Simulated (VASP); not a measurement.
Crystal: Hf3H8.

```xyz
11
Lattice="3.7225 0.0000 0.0000 -1.8613 3.2238 0.0000 0.0000 0.0000 8.6035" Properties=species:S:1:pos:R:3 pbc="T T T"
Hf    0.0000    0.0000    7.0886
Hf    0.0000    0.0000    1.5149
Hf    0.0000    0.0000    4.3018
H     1.8613    0.0000    4.3018
H    -0.9306    1.6119    4.3018
H     0.9306    1.6119    4.3018
H     1.8613    0.0000    0.0000
H    -0.9306    1.6119    0.0000
H     0.9306    1.6119    0.0000
H     0.0000    2.1492    4.3018
H     1.8613    1.0746    4.3018
```

The cell was generated, and may not be a known phase.

- Program: VASP 6.6.1
- Task: relaxation of cell and atoms
- Functional: PBE
- Potentials or basis: VASP PAW PBE potentials, release 64 (Hf_pv, H)
- Cutoff: 600 eV
- k mesh: 6 × 6 × 2
- Occupations: gaussian, width 0.1 eV
- Spin: no spin polarisation

At the start: pressure 3.2 GPa; volume 9.39 Å³/atom.

Q: Where does the relaxation end?

A: Over 9 steps the energy falls by 70.3 meV/atom and the volume is 9.98 Å³/atom (+6.3 %); space group P6/mmm (No. 191, to 0.1 Å) before and after.

Step by step:
```csv
step,energy change (eV),largest force (eV/Å),pressure (GPa),volume (Å³)
1,0.0000,3.2850,3.19,103.25
2,-0.7348,0.3865,2.15,106.04
3,-0.7486,0.0530,2.21,106.39
4,-0.7416,0.5683,2.55,107.09
5,-0.7512,0.1276,2.35,106.61
6,-0.7714,0.0791,0.39,108.98
7,-0.7719,0.1188,0.02,109.46
8,-0.7731,0.0459,-0.05,109.67
9,-0.7734,0.0096,-0.02,109.78
```

Final structure:
```cif
data_structure
_symmetry_space_group_name_H-M 'P 1'
_symmetry_Int_Tables_number 1
_cell_length_a 3.8452
_cell_length_b 3.8452
_cell_length_c 8.5730
_cell_angle_alpha 90.000
_cell_angle_beta 90.000
_cell_angle_gamma 120.000
_cell_volume 109.78
loop_
_atom_site_label
_atom_site_type_symbol
_atom_site_fract_x
_atom_site_fract_y
_atom_site_fract_z
_atom_site_occupancy
Hf1 Hf 0.00000 0.00000 0.84687 1
Hf2 Hf 0.00000 0.00000 0.15313 1
Hf3 Hf 0.00000 0.00000 0.50000 1
H1 H 0.50000 0.00000 0.50000 1
H2 H 0.00000 0.50000 0.50000 1
H3 H 0.50000 0.50000 0.50000 1
H4 H 0.50000 0.00000 0.00000 1
H5 H 0.00000 0.50000 0.00000 1
H6 H 0.50000 0.50000 0.00000 1
H7 H 0.33333 0.66667 0.50000 1
H8 H 0.66667 0.33333 0.50000 1
```

Caveat: the k points lie up to 0.37 Å⁻¹ apart in the final cell, too coarse for converged energies and pressures of a metal.
